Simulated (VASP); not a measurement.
# Ce (P6_3/mmc) in VASP: single point with PBE

Aim: the single point of Ce with PBE.

Program: VASP 6.6.1. These are calculated values, not measurements. Logs are shortened: lines on timing, memory, paths and dates and some standing lists are left out, and cuts for length are marked.

### 1 The cell of the first run

The structure is hexagonal, space group P6_3/mmc (No. 194). Conventional cell: a = 3.365 Å, b = 3.365 Å, c = 11.010 Å, α = 90.00°, β = 90.00°, γ = 120.00°. Within 4.4 Å of Ce (site symmetry -3m) lie 12 Ce at 3.37 Å. Ce (site symmetry -6m2) has 12 Ce at 3.37 Å within 4.4 Å.

This isn't the form of Ce at room conditions, which is fcc.

### 2 Single point, PBE

The input, INCAR:

```
PREC     = Accurate       # precision mode
ENCUT    = 520            # plane-wave cutoff, eV
EDIFF    = 1E-6           # SCF threshold, eV
ISMEAR   = 0              # smearing method
SIGMA    = 0.05           # smearing width, eV
LREAL    = False          # projectors in reciprocal space
LASPH    = True           # aspherical terms in the spheres
NELM     = 100            # most SCF steps
ALGO     = Fast           # electronic algorithm
ISIF     = 2              # what is computed and relaxed
LWAVE    = False          # write WAVECAR
LCHARG   = True           # write CHGCAR
GGA      = PE             # functional
LELF     = True           # ELF
LVHAR    = True         
NBANDS   = 32             # bands
```

The input, KPOINTS:

```
Automatic mesh
0
Gamma
  14 14 4
```

The input, POSCAR:

```
Ce
1.0
    3.3654024973      0.0000000000      0.0000000000
   -1.6827012486      2.9145240566      0.0000000000
    0.0000000000      0.0000000000     11.0100810483
Ce
4
Direct
    0.0000000000      0.0000000000      0.0000000000
    0.0000000000      0.0000000000      0.5000000000
    0.3333333333      0.6666666667      0.2500000000
    0.6666666667      0.3333333333      0.7500000000
```

Potentials or basis: VASP PAW PBE potentials, release 64 (Ce).

On the command line:

```console
> cat potpaw_PBE.64/Ce/POTCAR > POTCAR
> mpirun -np 1 vasp_std > vasp.out
```

OUTCAR:

```text
PREC = Accurate
   ENCUT = 520
   EDIFF = 1E-6
   ISMEAR = 0
   LREAL = False
   LASPH = True
   NELM = 100
   ISIF = 2
   GGA = PE

 ion  position               nearest neighbor table
   1  0.000  0.000  0.000-
   2  0.000  0.000  0.500-
   3  0.333  0.667  0.250-
   4  0.667  0.333  0.750-

  LATTYP: Found a hexagonal cell.
 ALAT       =     3.3654024973
 C/A-ratio  =     3.2715495567

  Lattice vectors:

 A1 = (   3.3654024973,   0.0000000000,   0.0000000000)
 A2 = (  -1.6827012486,   2.9145240566,   0.0000000000)
 A3 = (   0.0000000000,   0.0000000000,  11.0100810483)

Analysis of symmetry for initial positions (statically):
=====================================================================
 Subroutine PRICEL returns:
 Original cell was already a primitive cell.

 Routine SETGRP: Setting up the symmetry group for a
 hexagonal supercell.

 Subroutine GETGRP returns: Found 24 space group operations
 (whereof 12 operations were pure point group operations)
 out of a pool of 24 trial point group operations.

The static configuration has the point symmetry D_3d.
 The point group associated with its full space group is D_6h.

Analysis of symmetry for dynamics (positions and initial velocities):
=====================================================================
 Subroutine PRICEL returns:
 Original cell was already a primitive cell.

 Routine SETGRP: Setting up the symmetry group for a
 hexagonal supercell.

 Subroutine GETGRP returns: Found 24 space group operations
 (whereof 12 operations were pure point group operations)
 out of a pool of 24 trial point group operations.

The dynamic configuration has the point symmetry D_3d.
 The point group associated with its full space group is D_6h.

 Subroutine INISYM returns: Found 24 space group operations
 (whereof 12 operations are pure point group operations),
 and found     1 'primitive' translations

----------------------------------------------------------------------------------------

                                     Primitive cell

  volume of cell :     107.9929

  direct lattice vectors                    reciprocal lattice vectors
     3.365402497  0.000000000  0.000000000     0.297141278  0.171554597  0.000000000
    -1.682701249  2.914524057  0.000000000     0.000000000  0.343109194  0.000000000
     0.000000000  0.000000000 11.010081048     0.000000000  0.000000000  0.090825853

  length of vectors
     3.365402497  3.365402497 11.010081048     0.343109194  0.343109194  0.090825853

  position of ions in fractional coordinates (direct lattice)
     0.000000000  0.000000000  0.000000000
     0.000000000  0.000000000  0.500000000
     0.333333333  0.666666667  0.250000000
     0.666666667  0.333333333  0.750000000

  ion indices of the primitive-cell ions
   primitive index   ion index
                 1           1
                 2           2
                 3           3
                 4           4

----------------------------------------------------------------------------------------

 KPOINTS: Automatic mesh

Automatic generation of k-mesh.
 Grid dimensions read from file:
 generate k-points for:   14   14    4

 Generating k-lattice:

  Cartesian coordinates                     Fractional coordinates (reciprocal lattice)
     0.021224377  0.012253900  0.000000000     0.071428571  0.000000000  0.000000000
     0.000000000  0.024507800  0.000000000     0.000000000  0.071428571  0.000000000
     0.000000000  0.000000000  0.022706463     0.000000000  0.000000000  0.250000000

  Length of vectors
     0.024507800  0.024507800  0.022706463

  Shift w.r.t. Gamma in fractional coordinates (k-lattice)
     0.000000000  0.000000000  0.000000000

 Subroutine IBZKPT returns following result:
 ===========================================

 Found     72 irreducible k-points:

 Following reciprocal coordinates:
            Coordinates               Weight
  0.000000  0.000000  0.000000      1.000000
  0.071429  0.000000  0.000000      6.000000
  0.142857  0.000000  0.000000      6.000000
  0.214286  0.000000  0.000000      6.000000
  0.285714  0.000000  0.000000      6.000000
  0.357143  0.000000  0.000000      6.000000
[... 16 lines left out ...]
  0.285714  0.285714  0.000000      6.000000
  0.357143  0.285714  0.000000      6.000000
 [... further k-points ...]
   k-points           NKPTS =     72   k-points in BZ     NKDIM =     72   number of bands    NBANDS=     32
   number of dos      NEDOS =    301   number of ions     NIONS =      4
   total plane-waves  NPLWV =  65856
   dimension x,y,z NGX =    28 NGY =   28 NGZ =   84
   dimension x,y,z NGXF=    56 NGYF=   56 NGZF=  168
   ions per type =               4
   NGX,Y,Z   is equivalent  to a cutoff of  13.83, 13.83, 12.68 a.u.
   NGXF,Y,Z  is equivalent  to a cutoff of  27.66, 27.66, 25.37 a.u.
 SYSTEM =  unknown system
   PREC   = accura    normal or accurate (medium, high low for compatibility)
   ISTART =      0    job   : 0-new  1-cont  2-samecut
   ICHARG =      2    charge: 1-file 2-atom 10-const
   ISPIN  =      1    spin polarized calculation?
   LNONCOLLINEAR =      F non collinear calculations
   LSORBIT =      F    spin-orbit coupling
   LASPH  =      T    aspherical Exc in radial PAW
   ENCUT  =  520.0 eV  38.22 Ry    6.18 a.u.   6.26  6.26 20.47*2*pi/ulx,y,z
   NELM   =    100;   NELMIN=  2; NELMDL= -5     # of ELM steps
   EDIFF  = 0.1E-05   stopping-criterion for ELM
   LREAL  =      F    real-space projection
   EDIFFG = 0.1E-04   stopping-criterion for IOM
   NSW    =      0    number of steps for IOM
   IBRION =     -1    ionic relax: 0-MD 1-quasi-New 2-CG
   NFREE  =      0    steps in history (QN), initial steepest desc. (CG)
   ISIF   =      2    stress and relaxation
   ISYM   =      2    0-nonsym 1-usesym 2-fastsym
   POTIM  = 0.5000    time-step for ionic-motion
   TEBEG  =    0.0;   TEEND  =   0.0 temperature during run
   PSTRESS=    0.0 pullay stress
   NELECT =      48.0000    total number of electrons
   NUPDOWN=      -1.0000    fix difference up-down
   EMIN   =  10.00;   EMAX   =-10.00  energy-range for DOS
   EFERMI =   0.00;   METHOD = LEGACY
   ISMEAR =     0;   SIGMA  =   0.05  broadening in eV -4-tet -1-fermi 0-gaus
   EFERMI_NEDOS =   21; number of points for ismear=-14 and -15
   IALGO  =     68    algorithm
   IMIX   =      4    mixing-type and parameters
     AMIX     =   0.40;   BMIX     =  1.00
     AMIX_MAG =   1.60;   BMIX_MAG =  1.00
  volume/ion in A,a.u.               =      27.00       182.19
  Fermi-wavevector in a.u.,A,eV,Ry     =   1.249367  2.360962 21.237593  1.560919
  Thomas-Fermi vector in A             =   2.383411
   LORBIT       =      0    0 simple, 1 ext, 2 COOP (PROOUT), +10 PAW based schemes
   GGA     = PE    functional components
   LHFCALC =     F    Hartree Fock is set to
   AEXX    =    0.0000 exact exchange contribution
   IVDW    =     0    specifies the selected vdW correction
   LEPSILON=     F    determine dielectric tensor
   LRPA    =     F    only Hartree local field effects (RPA)
 non-spin polarized calculation
 RMM-DIIS sequential band-by-band and
 Gauss-broadening in eV      SIGMA  =   0.05
  energy-cutoff  :      520.00
  volume of cell :      107.99
 maximum number of plane-waves:      2933
 NGX is ok and might be reduce to    28
   NGX = 13   NGY = 13   NGZ = 41

 number of electron      47.9999998 magnetization

 Free energy of the ion-electron system (eV)
  ---------------------------------------------------
  ext. energy  EPLUGINS =         0.00000000
  ---------------------------------------------------
  free energy    TOTEN  =       -23.53377995 eV

  energy without entropy =      -23.52180167  energy(sigma->0) =      -23.52779081

 E-fermi :   9.2106     XC(G=0): -11.1917

 val. band max:        9.2021125282   @ k =   0.2857   0.2857   0.0000
 cond. band min:       9.2166813862   @ k =   0.3571   0.2857   0.2500
 fundamental gap:      0.0145688580
 Fermi energy:         9.2105501664

 k-point     1 :       0.0000    0.0000    0.0000
  band No.  band energies     occupation
      1     -25.5375      2.00000
      2     -25.3024      2.00000
      3     -25.3015      2.00000
      4     -25.0491      2.00000
      5      -9.5015      2.00000
      6      -8.2749      2.00000
[... 24 lines left out ...]
     31       9.7003      0.00000
     32      10.8880      0.00000

 k-point     2 :       0.0714    0.0000    0.0000
  band No.  band energies     occupation
      1     -25.5172      2.00000
      2     -25.2865      2.00000
      3     -25.2856      2.00000
      4     -25.0384      2.00000
      5      -9.4619      2.00000
      6      -8.2822      2.00000
[... 24 lines left out ...]
     31       9.7047      0.00000
     32       9.7719      0.00000

 k-point     3 :       0.1429    0.0000    0.0000
  band No.  band energies     occupation
      1     -25.4588      2.00000
      2     -25.2415      2.00000
      3     -25.2406      2.00000
      4     -25.0089      2.00000
      5      -9.3465      2.00000
      6      -8.3266      2.00000
[... 24 lines left out ...]
     31       9.7140      0.00000
     32       9.7709      0.00000

 k-point     4 :       0.2143    0.0000    0.0000
  band No.  band energies     occupation
      1     -25.3708      2.00000
      2     -25.1753      2.00000
      3     -25.1746      2.00000
      4     -24.9680      2.00000
      5      -9.1671      2.00000
      6      -8.4872      2.00000
[... 654 lines left out ...]
     31       9.7522      0.00000
     32       9.7753      0.00000

 k-point    23 :       0.2857    0.2857    0.0000
  band No.  band energies     occupation
      1     -24.9823      2.00000
      2     -24.9352      2.00000
      3     -24.9349      2.00000
      4     -24.8886      2.00000
      5      -9.0781      2.00000
      6      -9.0060      2.00000
[... 24 lines left out ...]
     31       9.7357      0.00000
     32      10.5026      0.00000

 k-point    24 :       0.3571    0.2857    0.0000
  band No.  band energies     occupation
      1     -24.9452      2.00000
      2     -24.9245      2.00000
      3     -24.9240      2.00000
      4     -24.9043      2.00000
      5      -9.0482      2.00000
      6      -8.9384      2.00000
[... 24 lines left out ...]
     31       9.7649      0.00000
     32       9.9620      0.00000

 [... further k-points ...]

------------------------ aborting loop because EDIFF is reached ----------------------------------------

  FORCE on cell =-STRESS in cart. coord.  units (eV):
  Direction    XX          YY          ZZ          XY          YZ          ZX
  --------------------------------------------------------------------------------------
  -------------------------------------------------------------------------------------
  Total       -0.1831066     -0.1831066     -0.1190998     -0.0000000     -0.0000000     -0.0000000
  in kB       -2.7165604     -2.7165604     -1.7669585     -0.0000000     -0.0000000     -0.0000000
  external PRESSURE =      -2.4000264 kB  Pullay stress =       0.0000000 kB

 VOLUME and BASIS-vectors are now :
 -----------------------------------------------------------------------------
  energy-cutoff  :      520.00
  volume of cell :      107.99
      direct lattice vectors                 reciprocal lattice vectors
     3.365402497  0.000000000  0.000000000     0.297141278  0.171554597  0.000000000
    -1.682701249  2.914524057  0.000000000     0.000000000  0.343109194  0.000000000
     0.000000000  0.000000000 11.010081048     0.000000000  0.000000000  0.090825853

 POSITION                                       TOTAL-FORCE (eV/Angst)
 -----------------------------------------------------------------------------------
      0.00000      0.00000      0.00000         0.000000      0.000000     -0.000000
      0.00000      0.00000      5.50504         0.000000      0.000000     -0.000000
     -0.00000      1.94302      2.75252         0.000000     -0.000000      0.000000
      1.68270      0.97151      8.25756        -0.000000      0.000000      0.000000
 -----------------------------------------------------------------------------------
    total drift:                                0.000000     -0.000000      0.000000

  FREE ENERGIE OF THE ION-ELECTRON SYSTEM (eV)
  ---------------------------------------------------
  free  energy   TOTEN  =       -23.5337799494 eV

  energy  without entropy=      -23.5218016700  energy(sigma->0) =      -23.52779081
```

Wall time 21 min (1 thread of Intel Xeon Platinum 8375C at 2.90GHz (Ice Lake), shared host); peak memory 0.39 GiB.

Results:

| Quantity | Value |
| --- | --- |
| Free energy | -23.5338 eV |
| Pressure | -0.2 GPa |
| Band gap on the k mesh | zero (bands 24 and 25 overlap by 0.40 eV) |

Caveat: spin-orbit coupling is left out, which moves the levels of the heavy elements; semilocal functionals describe open f shells poorly, which spoils levels, moments and volumes. Spin polarisation is off, so any magnetic state and its effect on volume and gap are missing.
